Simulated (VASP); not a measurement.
# WC (Fm-3m) in VASP: notebook

The runs below take WC through single point, with LDA.

Program: VASP 6.6.1. These are calculated values, not measurements. Logs are shortened: lines on timing, memory, paths and dates and some standing lists are left out, and cuts for length are marked.

## Step 1: The cell of the first run

Symmetry: Fm-3m, No. 225, cubic system. The conventional cell has a = 4.356 Å, b = 4.356 Å, c = 4.356 Å, α = 90.00°, β = 90.00°, γ = 90.00°. W (site symmetry m-3m) has 6 C at 2.18 Å within 2.9 Å. C (site symmetry m-3m) has 6 W at 2.18 Å within 2.9 Å.

## Step 2: Single point, LDA (volume scaled by 0.98)

Contents of INCAR:

```
PREC     = Accurate       # precision mode
ENCUT    = 520            # plane-wave cutoff, eV
EDIFF    = 1E-6           # SCF threshold, eV
ISMEAR   = -1             # smearing method
SIGMA    = 0.05           # smearing width, eV
LREAL    = False          # projectors in reciprocal space
LASPH    = True           # aspherical terms in the spheres
NELM     = 80             # most SCF steps
ALGO     = Normal         # electronic algorithm
ISIF     = 2              # what is computed and relaxed
LWAVE    = False          # write WAVECAR
LCHARG   = False          # write CHGCAR
GGA      = CA             # functional
NBANDS   = 16             # bands
```

Contents of KPOINTS:

```
regular mesh
0
Gamma
  10 10 10
```

Contents of POSCAR:

```
WC
1.0
    0.0000000000      2.1779675566      2.1779675566
    2.1779675566      0.0000000000      2.1779675566
    2.1779675566      2.1779675566      0.0000000000
W C
1 1
Direct
    0.0000000000      0.0000000000      0.0000000000
    0.5000000000      0.5000000000      0.5000000000
```

Potentials or basis: VASP PAW LDA potentials, release 64 (W_sv, C).

Launch:

```
> cat potpaw_LDA.64/W_sv/POTCAR potpaw_LDA.64/C/POTCAR > POTCAR
> mpirun -np 1 vasp_std > vasp.out
```

OUTCAR:

```text
PREC = Accurate
   ENCUT = 520
   EDIFF = 1E-6
   ISMEAR = -1
   LREAL = False
   LASPH = True
   NELM = 80
   ISIF = 2
   GGA = CA

 ion  position               nearest neighbor table
   1  0.000  0.000  0.000-   2 2.18   2 2.18   2 2.18   2 2.18   2 2.18   2 2.18
   2  0.500  0.500  0.500-   1 2.18   1 2.18   1 2.18   1 2.18   1 2.18   1 2.18

  LATTYP: Found a face centered cubic cell.
 ALAT       =     4.3559351132

  Lattice vectors:

 A1 = (   0.0000000000,   2.1779675566,   2.1779675566)
 A2 = (   2.1779675566,   0.0000000000,   2.1779675566)
 A3 = (   2.1779675566,   2.1779675566,   0.0000000000)

Analysis of symmetry for initial positions (statically):
=====================================================================
 Subroutine PRICEL returns:
 Original cell was already a primitive cell.

 Routine SETGRP: Setting up the symmetry group for a
 face centered cubic supercell.

 Subroutine GETGRP returns: Found 48 space group operations
 (whereof 48 operations were pure point group operations)
 out of a pool of 48 trial point group operations.

The static configuration has the point symmetry O_h .

Analysis of symmetry for dynamics (positions and initial velocities):
=====================================================================
 Subroutine PRICEL returns:
 Original cell was already a primitive cell.

 Routine SETGRP: Setting up the symmetry group for a
 face centered cubic supercell.

 Subroutine GETGRP returns: Found 48 space group operations
 (whereof 48 operations were pure point group operations)
 out of a pool of 48 trial point group operations.

The dynamic configuration has the point symmetry O_h .

 Subroutine INISYM returns: Found 48 space group operations
 (whereof 48 operations are pure point group operations),
 and found     1 'primitive' translations

----------------------------------------------------------------------------------------

                                     Primitive cell

  volume of cell :      20.6626

  direct lattice vectors                    reciprocal lattice vectors
     0.000000000  2.177967557  2.177967557    -0.229571831  0.229571831  0.229571831
     2.177967557  0.000000000  2.177967557     0.229571831 -0.229571831  0.229571831
     2.177967557  2.177967557  0.000000000     0.229571831  0.229571831 -0.229571831

  length of vectors
     3.080111257  3.080111257  3.080111257     0.397630075  0.397630075  0.397630075

  position of ions in fractional coordinates (direct lattice)
     0.000000000  0.000000000  0.000000000
     0.500000000  0.500000000  0.500000000

  ion indices of the primitive-cell ions
   primitive index   ion index
                 1           1
                 2           2

----------------------------------------------------------------------------------------

 KPOINTS: regular mesh

Automatic generation of k-mesh.
 Grid dimensions read from file:
 generate k-points for:   10   10   10

 Generating k-lattice:

  Cartesian coordinates                     Fractional coordinates (reciprocal lattice)
    -0.022957183  0.022957183  0.022957183     0.100000000  0.000000000  0.000000000
     0.022957183 -0.022957183  0.022957183     0.000000000  0.100000000  0.000000000
     0.022957183  0.022957183 -0.022957183     0.000000000  0.000000000  0.100000000

  Length of vectors
     0.039763008  0.039763008  0.039763008

  Shift w.r.t. Gamma in fractional coordinates (k-lattice)
     0.000000000  0.000000000  0.000000000

 Subroutine IBZKPT returns following result:
 ===========================================

 Found     47 irreducible k-points:

 Following reciprocal coordinates:
            Coordinates               Weight
  0.000000  0.000000  0.000000      1.000000
  0.100000  0.000000  0.000000      8.000000
  0.200000  0.000000  0.000000      8.000000
  0.300000  0.000000  0.000000      8.000000
  0.400000  0.000000  0.000000      8.000000
  0.500000  0.000000  0.000000      4.000000
[... 16 lines left out ...]
  0.300000  0.300000  0.000000      6.000000
  0.400000  0.300000  0.000000     24.000000
 [... further k-points ...]
   k-points           NKPTS =     47   k-points in BZ     NKDIM =     47   number of bands    NBANDS=     16
   number of dos      NEDOS =    301   number of ions     NIONS =      2
   total plane-waves  NPLWV =  13824
   dimension x,y,z NGX =    24 NGY =   24 NGZ =   24
   dimension x,y,z NGXF=    48 NGYF=   48 NGZF=   48
   ions per type =               1   1
   NGX,Y,Z   is equivalent  to a cutoff of  12.95, 12.95, 12.95 a.u.
   NGXF,Y,Z  is equivalent  to a cutoff of  25.91, 25.91, 25.91 a.u.
 SYSTEM =  unknown system
   PREC   = accura    normal or accurate (medium, high low for compatibility)
   ISTART =      0    job   : 0-new  1-cont  2-samecut
   ICHARG =      2    charge: 1-file 2-atom 10-const
   ISPIN  =      1    spin polarized calculation?
   LNONCOLLINEAR =      F non collinear calculations
   LSORBIT =      F    spin-orbit coupling
   LASPH  =      T    aspherical Exc in radial PAW
   ENCUT  =  520.0 eV  38.22 Ry    6.18 a.u.   5.73  5.73  5.73*2*pi/ulx,y,z
   NELM   =     80;   NELMIN=  2; NELMDL= -5     # of ELM steps
   EDIFF  = 0.1E-05   stopping-criterion for ELM
   LREAL  =      F    real-space projection
   EDIFFG = 0.1E-04   stopping-criterion for IOM
   NSW    =      0    number of steps for IOM
   IBRION =     -1    ionic relax: 0-MD 1-quasi-New 2-CG
   NFREE  =      0    steps in history (QN), initial steepest desc. (CG)
   ISIF   =      2    stress and relaxation
   ISYM   =      2    0-nonsym 1-usesym 2-fastsym
   POTIM  = 0.5000    time-step for ionic-motion
   TEBEG  =    0.0;   TEEND  =   0.0 temperature during run
   PSTRESS=    0.0 pullay stress
   NELECT =      18.0000    total number of electrons
   NUPDOWN=      -1.0000    fix difference up-down
   EMIN   =  10.00;   EMAX   =-10.00  energy-range for DOS
   EFERMI =   0.00;   METHOD = LEGACY
   ISMEAR =    -1;   SIGMA  =   0.05  broadening in eV -4-tet -1-fermi 0-gaus
   EFERMI_NEDOS =   21; number of points for ismear=-14 and -15
   IALGO  =     38    algorithm
   IMIX   =      4    mixing-type and parameters
     AMIX     =   0.40;   BMIX     =  1.00
     AMIX_MAG =   1.60;   BMIX_MAG =  1.00
  volume/ion in A,a.u.               =      10.33        69.72
  Fermi-wavevector in a.u.,A,eV,Ry     =   1.563523  2.954630 33.260857  2.444604
  Thomas-Fermi vector in A             =   2.666282
   LORBIT       =      0    0 simple, 1 ext, 2 COOP (PROOUT), +10 PAW based schemes
   GGA     = CA    functional components
   LHFCALC =     F    Hartree Fock is set to
   AEXX    =    0.0000 exact exchange contribution
   IVDW    =     0    specifies the selected vdW correction
   LEPSILON=     F    determine dielectric tensor
   LRPA    =     F    only Hartree local field effects (RPA)
 non-spin polarized calculation
  energy-cutoff  :      520.00
  volume of cell :       20.66
 maximum number of plane-waves:       568
   NGX = 11   NGY = 11   NGZ = 11

 number of electron      18.0000000 magnetization

 Free energy of the ion-electron system (eV)
  ---------------------------------------------------
  ext. energy  EPLUGINS =         0.00000000
  ---------------------------------------------------
  free energy    TOTEN  =       -23.81904476 eV

  energy without entropy =      -23.81284016  energy(sigma->0) =      -23.81594246

 E-fermi :  12.6421     XC(G=0): -14.0056

 val. band max:       12.5403783530   @ k =   0.3000   0.2000   0.1000
 cond. band min:      12.6911441076   @ k =  -0.1000   0.1000   0.0000
 fundamental gap:      0.1507657545
 Fermi energy:        12.6421117469

 k-point     1 :       0.0000    0.0000    0.0000
  band No.  band energies     occupation
      1     -62.3455      2.00000
      2     -26.5959      2.00000
      3     -26.5959      2.00000
      4     -26.5959      2.00000
      5      -3.1935      2.00000
      6       9.7650      2.00000
[... 8 lines left out ...]
     15      22.3087      0.00000
     16      36.3309      0.00000

 k-point     2 :       0.1000    0.0000    0.0000
  band No.  band energies     occupation
      1     -62.3415      2.00000
      2     -26.6604      2.00000
      3     -26.6028      2.00000
      4     -26.6028      2.00000
      5      -2.9048      2.00000
      6       8.8638      2.00000
[... 8 lines left out ...]
     15      22.9732      0.00000
     16      33.6282      0.00000

 k-point     3 :       0.2000    0.0000    0.0000
  band No.  band energies     occupation
      1     -62.3310      2.00000
      2     -26.8260      2.00000
      3     -26.6206      2.00000
      4     -26.6206      2.00000
      5      -2.0906      2.00000
      6       7.2159      2.00000
[... 8 lines left out ...]
     15      24.4571      0.00000
     16      30.6363      0.00000

 k-point     4 :       0.3000    0.0000    0.0000
  band No.  band energies     occupation
      1     -62.3180      2.00000
      2     -27.0247      2.00000
      3     -26.6426      2.00000
      4     -26.6426      2.00000
      5      -0.8893      2.00000
      6       5.4854      2.00000
[... 8 lines left out ...]
     15      25.3535      0.00000
     16      28.3649      0.00000

 k-point     5 :       0.4000    0.0000    0.0000
  band No.  band energies     occupation
      1     -62.3074      2.00000
      2     -27.1811      2.00000
      3     -26.6603      2.00000
      4     -26.6603      2.00000
      5       0.5138      2.00000
      6       3.8475      2.00000
[... 8 lines left out ...]
     15      25.7358      0.00000
     16      25.7358      0.00000

 k-point     6 :       0.5000    0.0000    0.0000
  band No.  band energies     occupation
      1     -62.3034      2.00000
      2     -27.2398      2.00000
      3     -26.6670      2.00000
      4     -26.6670      2.00000
      5       1.6162      2.00000
      6       2.6863      2.00000
[... 8 lines left out ...]
     15      24.5614      0.00000
     16      24.5614      0.00000
[... 267 lines left out ...]
 k-point    21 :      -0.3000    0.2000    0.0000
  band No.  band energies     occupation
      1     -62.3033      2.00000
      2     -27.0853      2.00000
      3     -26.8273      2.00000
      4     -26.6678      2.00000
      5       0.3354      2.00000
      6       4.1841      2.00000
[... 8 lines left out ...]
     15      25.2461      0.00000
     16      25.9041      0.00000

 k-point    22 :      -0.2000    0.2000    0.0000
  band No.  band energies     occupation
      1     -62.3134      2.00000
      2     -26.9894      2.00000
      3     -26.7706      2.00000
      4     -26.6363      2.00000
      5      -0.6276      2.00000
      6       5.2116      2.00000
[... 8 lines left out ...]
     15      25.5613      0.00000
     16      26.1858      0.00000

 k-point    23 :       0.3000    0.3000    0.0000
  band No.  band energies     occupation
      1     -62.3088      2.00000
      2     -26.9865      2.00000
      3     -26.7465      2.00000
      4     -26.7465      2.00000
      5      -1.0108      2.00000
      6       5.3436      2.00000
[... 8 lines left out ...]
     15      25.4079      0.00000
     16      28.3191      0.00000

 k-point    24 :       0.4000    0.3000    0.0000
  band No.  band energies     occupation
      1     -62.3003      2.00000
      2     -27.0698      2.00000
      3     -26.7905      2.00000
      4     -26.7709      2.00000
      5      -0.7003      2.00000
      6       5.4985      2.00000
[... 8 lines left out ...]
     15      24.4868      0.00000
     16      28.2662      0.00000

 [... further k-points ...]
[... 5 lines left out ...]
  --------------------------------------------------------------------------------------
  -------------------------------------------------------------------------------------
  Total       -0.8796384     -0.8796384     -0.8796384     -0.0000000     -0.0000000      0.0000000
  in kB      -68.2072539    -68.2072539    -68.2072539     -0.0000000     -0.0000000      0.0000000
  external PRESSURE =     -68.2072539 kB  Pullay stress =       0.0000000 kB

 VOLUME and BASIS-vectors are now :
 -----------------------------------------------------------------------------
  energy-cutoff  :      520.00
  volume of cell :       20.66
      direct lattice vectors                 reciprocal lattice vectors
     0.000000000  2.177967557  2.177967557    -0.229571831  0.229571831  0.229571831
     2.177967557  0.000000000  2.177967557     0.229571831 -0.229571831  0.229571831
     2.177967557  2.177967557  0.000000000     0.229571831  0.229571831 -0.229571831

 POSITION                                       TOTAL-FORCE (eV/Angst)
 -----------------------------------------------------------------------------------
      0.00000      0.00000      0.00000         0.000000      0.000000      0.000000
      2.17797      2.17797      2.17797         0.000000      0.000000      0.000000
 -----------------------------------------------------------------------------------
    total drift:                                0.000000     -0.000000     -0.000000

  FREE ENERGIE OF THE ION-ELECTRON SYSTEM (eV)
  ---------------------------------------------------
  free  energy   TOTEN  =       -23.8190447612 eV

  energy  without entropy=      -23.8128401625  energy(sigma->0) =      -23.81594246
```

It took 7.6 s on 1 thread of Intel Xeon Platinum 8259CL at 2.50GHz (Skylake/Cascade Lake), shared host; peak memory 0.13 GiB.

Results:

```yaml
Free_energy: -23.8190 eV
Pressure: -6.8 GPa
Band_gap_on_the_k_mesh: zero (band 9 reaches 13.66 eV, above the bottom of band 10 at 10.40 eV)
```

Caveat: the cell differs from its parent crystal (volume scaled by 0.98); spin-orbit coupling is left out, which moves the levels of the heavy elements.

## Step 3: Single point, LDA

This run uses another cell than the first one, of 10.54 Å³/atom, 1.020 times its volume.

Contents of INCAR:

```
PREC = Accurate ; ENCUT = 520
EDIFF = 1E-6 ; ISMEAR = -1
SIGMA = 0.05 ; LREAL = False
LASPH = True ; NELM = 60
ALGO = Normal ; ISIF = 2
LWAVE = False ; LCHARG = False
GGA = CA ; NBANDS = 16
```

Contents of KPOINTS:

```
Automatic mesh
0
Gamma
  10 10 10
```

Contents of POSCAR:

```
WC
1.0
    0.0000000000      2.1926840000      2.1926840000
    2.1926840000      0.0000000000      2.1926840000
    2.1926840000      2.1926840000      0.0000000000
W C
1 1
Direct
    0.0000000000      0.0000000000      0.0000000000
    0.5000000000      0.5000000000      0.5000000000
```

Potentials or basis: VASP PAW LDA potentials, release 64 (W_sv, C).

Launch:

```
> cat potpaw_LDA.64/W_sv/POTCAR potpaw_LDA.64/C/POTCAR > POTCAR
> mpirun -np 1 vasp_std > vasp.out
```

Wall time 7.8 s (1 thread of Intel Xeon Platinum 8259CL at 2.50GHz (Skylake/Cascade Lake), shared host); peak memory 0.13 GiB.

It converged, with:

```
Free energy            : -23.7917 eV
Pressure               : -14.0 GPa
Band gap on the k mesh : zero (band 9 reaches 13.31 eV, above the bottom of band 10 at 10.14 eV)
```

Levels at points of the mesh, in eV from the Fermi level:
| k point | band 7 | band 8 | band 9 | band 10 | band 11 | band 12 |
| --- | --- | --- | --- | --- | --- | --- |
| (0.00, 0.00, 0.00) | -2.80 | -2.80 | -1.07 | -1.07 | -1.07 | -1.02 |
| (0.50, 0.00, 0.00) | -6.60 | -6.60 | 0.98 | 0.98 | 2.28 | 4.99 |
| (0.50, 0.50, 0.00) | -5.52 | -2.48 | -2.48 | 0.79 | 2.21 | 2.21 |

Caveat: spin-orbit coupling is left out, which moves the levels of the heavy elements.
